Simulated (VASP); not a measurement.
# HgOs (Fm-3m) in VASP: single point with PBE

Aim: the single point of HgOs with PBE.

All numbers are computed with VASP 6.6.1; they aren't measurements. Logs are shortened: lines on timing, memory, paths and dates and some standing lists are left out, and cuts for length are marked.

**1. The cell of the first run**

The structure is cubic, space group Fm-3m (No. 225). The conventional cell has a = 5.419 Å, b = 5.419 Å, c = 5.419 Å, α = 90.00°, β = 90.00°, γ = 90.00°. Within 3.6 Å of Hg (site symmetry m-3m) lie 6 Os at 2.71 Å. Os (site symmetry m-3m) has 6 Hg at 2.71 Å within 3.6 Å.

**2. Single point, PBE**

File INCAR:

```
SYSTEM = HgOs
ALGO = Normal
EDIFF = 1E-6
ENCUT = 500
GGA = PE
GGA_COMPAT = .False.
ISIF = 2
ISMEAR = 0
LASPH = .True.
LCHARG = .False.
LREAL = .False.
LWAVE = .False.
NBANDS = 25
NELM = 120
PREC = Accurate
SIGMA = 0.1
```

File KPOINTS:

```
k-points
0
Gamma
  18 18 18
  0 0 0
```

File POSCAR:

```
HgOs
1.0
    0.0000000000      2.7092938435      2.7092938435
    2.7092938435      0.0000000000      2.7092938435
    2.7092938435      2.7092938435      0.0000000000
Hg Os
1 1
Direct
    0.0000000000      0.0000000000      0.0000000000
    0.5000000000      0.5000000000      0.5000000000
```

Potentials or basis: VASP PAW PBE potentials, release 64 (Hg_sv_GW, Os_sv_GW).

Command:

```
> cat potpaw_PBE.64/Hg_sv_GW/POTCAR potpaw_PBE.64/Os_sv_GW/POTCAR > POTCAR
> mpirun -np 1 vasp_std > vasp.out
```

OUTCAR:

```text
SYSTEM = HgOs
   EDIFF = 1E-6
   ENCUT = 500
   GGA = PE
   ISIF = 2
   ISMEAR = 0
   LASPH = .True.
   LREAL = .False.
   NELM = 120
   PREC = Accurate

 ion  position               nearest neighbor table
   1  0.000  0.000  0.000-   2 2.71   2 2.71   2 2.71   2 2.71   2 2.71   2 2.71
   2  0.500  0.500  0.500-   1 2.71   1 2.71   1 2.71   1 2.71   1 2.71   1 2.71

  LATTYP: Found a face centered cubic cell.
 ALAT       =     5.4185876870

  Lattice vectors:

 A1 = (   0.0000000000,   2.7092938435,   2.7092938435)
 A2 = (   2.7092938435,   0.0000000000,   2.7092938435)
 A3 = (   2.7092938435,   2.7092938435,   0.0000000000)

Analysis of symmetry for initial positions (statically):
=====================================================================
 Subroutine PRICEL returns:
 Original cell was already a primitive cell.

 Routine SETGRP: Setting up the symmetry group for a
 face centered cubic supercell.

 Subroutine GETGRP returns: Found 48 space group operations
 (whereof 48 operations were pure point group operations)
 out of a pool of 48 trial point group operations.

The static configuration has the point symmetry O_h .

Analysis of symmetry for dynamics (positions and initial velocities):
=====================================================================
 Subroutine PRICEL returns:
 Original cell was already a primitive cell.

 Routine SETGRP: Setting up the symmetry group for a
 face centered cubic supercell.

 Subroutine GETGRP returns: Found 48 space group operations
 (whereof 48 operations were pure point group operations)
 out of a pool of 48 trial point group operations.

The dynamic configuration has the point symmetry O_h .

 Subroutine INISYM returns: Found 48 space group operations
 (whereof 48 operations are pure point group operations),
 and found     1 'primitive' translations

----------------------------------------------------------------------------------------

                                     Primitive cell

  volume of cell :      39.7739

  direct lattice vectors                    reciprocal lattice vectors
     0.000000000  2.709293843  2.709293843    -0.184549934  0.184549934  0.184549934
     2.709293843  0.000000000  2.709293843     0.184549934 -0.184549934  0.184549934
     2.709293843  2.709293843  0.000000000     0.184549934  0.184549934 -0.184549934

  length of vectors
     3.831520098  3.831520098  3.831520098     0.319649862  0.319649862  0.319649862

  position of ions in fractional coordinates (direct lattice)
     0.000000000  0.000000000  0.000000000
     0.500000000  0.500000000  0.500000000

  ion indices of the primitive-cell ions
   primitive index   ion index
                 1           1
                 2           2

----------------------------------------------------------------------------------------

 KPOINTS: k-points

Automatic generation of k-mesh.
 Grid dimensions read from file:
 generate k-points for:   18   18   18

 Generating k-lattice:

  Cartesian coordinates                     Fractional coordinates (reciprocal lattice)
    -0.010252774  0.010252774  0.010252774     0.055555556  0.000000000  0.000000000
     0.010252774 -0.010252774  0.010252774     0.000000000  0.055555556  0.000000000
     0.010252774  0.010252774 -0.010252774     0.000000000  0.000000000  0.055555556

  Length of vectors
     0.017758326  0.017758326  0.017758326

  Shift w.r.t. Gamma in fractional coordinates (k-lattice)
     0.000000000  0.000000000  0.000000000

 Subroutine IBZKPT returns following result:
 ===========================================

 Found    195 irreducible k-points:

 Following reciprocal coordinates:
            Coordinates               Weight
  0.000000  0.000000  0.000000      1.000000
  0.055556  0.000000  0.000000      8.000000
  0.111111  0.000000  0.000000      8.000000
  0.166667  0.000000  0.000000      8.000000
  0.222222  0.000000  0.000000      8.000000
  0.277778  0.000000  0.000000      8.000000
[... 16 lines left out ...]
 -0.277778  0.055556  0.000000     24.000000
 -0.222222  0.055556  0.000000     24.000000
 [... further k-points ...]
   k-points           NKPTS =    195   k-points in BZ     NKDIM =    195   number of bands    NBANDS=     25
   number of dos      NEDOS =    301   number of ions     NIONS =      2
   total plane-waves  NPLWV =  21952
   dimension x,y,z NGX =    28 NGY =   28 NGZ =   28
   dimension x,y,z NGXF=    56 NGYF=   56 NGZF=   56
   ions per type =               1   1
   NGX,Y,Z   is equivalent  to a cutoff of  12.15, 12.15, 12.15 a.u.
   NGXF,Y,Z  is equivalent  to a cutoff of  24.30, 24.30, 24.30 a.u.
 SYSTEM =  HgOs
   PREC   = accura    normal or accurate (medium, high low for compatibility)
   ISTART =      0    job   : 0-new  1-cont  2-samecut
   ICHARG =      2    charge: 1-file 2-atom 10-const
   ISPIN  =      1    spin polarized calculation?
   LNONCOLLINEAR =      F non collinear calculations
   LSORBIT =      F    spin-orbit coupling
   LASPH  =      T    aspherical Exc in radial PAW
   ENCUT  =  500.0 eV  36.75 Ry    6.06 a.u.   6.99  6.99  6.99*2*pi/ulx,y,z
   NELM   =    120;   NELMIN=  2; NELMDL= -5     # of ELM steps
   EDIFF  = 0.1E-05   stopping-criterion for ELM
   LREAL  =      F    real-space projection
   EDIFFG = 0.1E-04   stopping-criterion for IOM
   NSW    =      0    number of steps for IOM
   IBRION =     -1    ionic relax: 0-MD 1-quasi-New 2-CG
   NFREE  =      0    steps in history (QN), initial steepest desc. (CG)
   ISIF   =      2    stress and relaxation
   ISYM   =      2    0-nonsym 1-usesym 2-fastsym
   POTIM  = 0.5000    time-step for ionic-motion
   TEBEG  =    0.0;   TEEND  =   0.0 temperature during run
   PSTRESS=    0.0 pullay stress
   NELECT =      36.0000    total number of electrons
   NUPDOWN=      -1.0000    fix difference up-down
   EMIN   =  10.00;   EMAX   =-10.00  energy-range for DOS
   EFERMI =   0.00;   METHOD = LEGACY
   ISMEAR =     0;   SIGMA  =   0.10  broadening in eV -4-tet -1-fermi 0-gaus
   EFERMI_NEDOS =   21; number of points for ismear=-14 and -15
   IALGO  =     38    algorithm
   IMIX   =      4    mixing-type and parameters
     AMIX     =   0.40;   BMIX     =  1.00
     AMIX_MAG =   1.60;   BMIX_MAG =  1.00
  volume/ion in A,a.u.               =      19.89       134.20
  Fermi-wavevector in a.u.,A,eV,Ry     =   1.583591  2.992552 34.120131  2.507759
  Thomas-Fermi vector in A             =   2.683338
   LORBIT       =      0    0 simple, 1 ext, 2 COOP (PROOUT), +10 PAW based schemes
   GGA     = PE    functional components
   LHFCALC =     F    Hartree Fock is set to
   AEXX    =    0.0000 exact exchange contribution
   IVDW    =     0    specifies the selected vdW correction
   LEPSILON=     F    determine dielectric tensor
   LRPA    =     F    only Hartree local field effects (RPA)
 non-spin polarized calculation
 Gauss-broadening in eV      SIGMA  =   0.10
  energy-cutoff  :      500.00
  volume of cell :       39.77
 maximum number of plane-waves:      1022
   NGX = 13   NGY = 13   NGZ = 13

 number of electron      35.9999998 magnetization

 Free energy of the ion-electron system (eV)
  ---------------------------------------------------
  ext. energy  EPLUGINS =         0.00000000
  ---------------------------------------------------
  free energy    TOTEN  =        -8.71231067 eV

  energy without entropy =       -8.68839517  energy(sigma->0) =       -8.70035292

 E-fermi :   7.5247     XC(G=0): -12.3117

 val. band max:        7.5235591871   @ k =  -0.2222   0.2222   0.0000
 cond. band min:       7.5249151462   @ k =  -0.4444   0.3333   0.0556
 fundamental gap:      0.0013559591
 Fermi energy:         7.5247494682

 k-point     1 :       0.0000    0.0000    0.0000
  band No.  band energies     occupation
      1    -107.5160      2.00000
      2     -77.7315      2.00000
      3     -55.8359      2.00000
      4     -55.8359      2.00000
      5     -55.8359      2.00000
      6     -37.1624      2.00000
[... 17 lines left out ...]
     24      20.0731      0.00000
     25      21.2750      0.00000

 k-point     2 :       0.0556    0.0000    0.0000
  band No.  band energies     occupation
      1    -107.5161      2.00000
      2     -77.7316      2.00000
      3     -55.8364      2.00000
      4     -55.8360      2.00000
      5     -55.8360      2.00000
      6     -37.1637      2.00000
[... 17 lines left out ...]
     24      20.4288      0.00000
     25      21.0923      0.00000

 k-point     3 :       0.1111    0.0000    0.0000
  band No.  band energies     occupation
      1    -107.5161      2.00000
      2     -77.7317      2.00000
      3     -55.8369      2.00000
      4     -55.8362      2.00000
      5     -55.8362      2.00000
      6     -37.1661      2.00000
[... 17 lines left out ...]
     24      20.2975      0.00000
     25      20.9944      0.00000

 k-point     4 :       0.1667    0.0000    0.0000
  band No.  band energies     occupation
      1    -107.5161      2.00000
      2     -77.7317      2.00000
      3     -55.8372      2.00000
      4     -55.8363      2.00000
      5     -55.8363      2.00000
      6     -37.1693      2.00000
[... 17 lines left out ...]
     24      19.7481      0.00000
     25      20.6859      0.00000
[... 477 lines left out ...]
 k-point    22 :      -0.3333    0.0556    0.0000
  band No.  band energies     occupation
      1    -107.5161      2.00000
      2     -77.7318      2.00000
      3     -55.8388      2.00000
      4     -55.8370      2.00000
      5     -55.8367      2.00000
      6     -37.1825      2.00000
[... 17 lines left out ...]
     24      19.0780      0.00000
     25      19.4240      0.00000

 k-point    23 :      -0.2778    0.0556    0.0000
  band No.  band energies     occupation
      1    -107.5161      2.00000
      2     -77.7317      2.00000
      3     -55.8382      2.00000
      4     -55.8368      2.00000
      5     -55.8365      2.00000
      6     -37.1787      2.00000
[... 17 lines left out ...]
     24      19.1292      0.00000
     25      19.1370      0.00000

 k-point    24 :      -0.2222    0.0556    0.0000
  band No.  band energies     occupation
      1    -107.5161      2.00000
      2     -77.7318      2.00000
      3     -55.8379      2.00000
      4     -55.8368      2.00000
      5     -55.8365      2.00000
      6     -37.1750      2.00000
[... 17 lines left out ...]
     24      18.9781      0.00000
     25      19.6173      0.00000

 [... further k-points ...]

------------------------ aborting loop because EDIFF is reached ----------------------------------------

  FORCE on cell =-STRESS in cart. coord.  units (eV):
  Direction    XX          YY          ZZ          XY          YZ          ZX
  --------------------------------------------------------------------------------------
  -------------------------------------------------------------------------------------
  Total       -0.4074749     -0.4074749     -0.4074749      0.0000000     -0.0000000      0.0000000
  in kB      -16.4139488    -16.4139488    -16.4139488      0.0000000     -0.0000000      0.0000000
  external PRESSURE =     -16.4139488 kB  Pullay stress =       0.0000000 kB

 VOLUME and BASIS-vectors are now :
 -----------------------------------------------------------------------------
  energy-cutoff  :      500.00
  volume of cell :       39.77
      direct lattice vectors                 reciprocal lattice vectors
     0.000000000  2.709293843  2.709293843    -0.184549934  0.184549934  0.184549934
     2.709293843  0.000000000  2.709293843     0.184549934 -0.184549934  0.184549934
     2.709293843  2.709293843  0.000000000     0.184549934  0.184549934 -0.184549934

 POSITION                                       TOTAL-FORCE (eV/Angst)
 -----------------------------------------------------------------------------------
      0.00000      0.00000      0.00000        -0.000000      0.000000     -0.000000
      2.70929      2.70929      2.70929         0.000000     -0.000000      0.000000
 -----------------------------------------------------------------------------------
    total drift:                                0.000000      0.000000      0.000000

  FREE ENERGIE OF THE ION-ELECTRON SYSTEM (eV)
  ---------------------------------------------------
  free  energy   TOTEN  =        -8.7123106660 eV

  energy  without entropy=       -8.6883951723  energy(sigma->0) =       -8.70035292
```

Run time: 5.1 min. Hardware: 1 thread of Intel Xeon Platinum 8175M at 2.50GHz (Skylake/Cascade Lake), shared host; peak memory 0.34 GiB.

What came out:

```yaml
Free_energy: -8.7123 eV
Pressure: -1.6 GPa
Band_gap_on_the_k_mesh: zero (bands 18 and 19 overlap by 1.31 eV)
```

Caveat: spin-orbit coupling is left out, which moves the levels of the heavy elements.
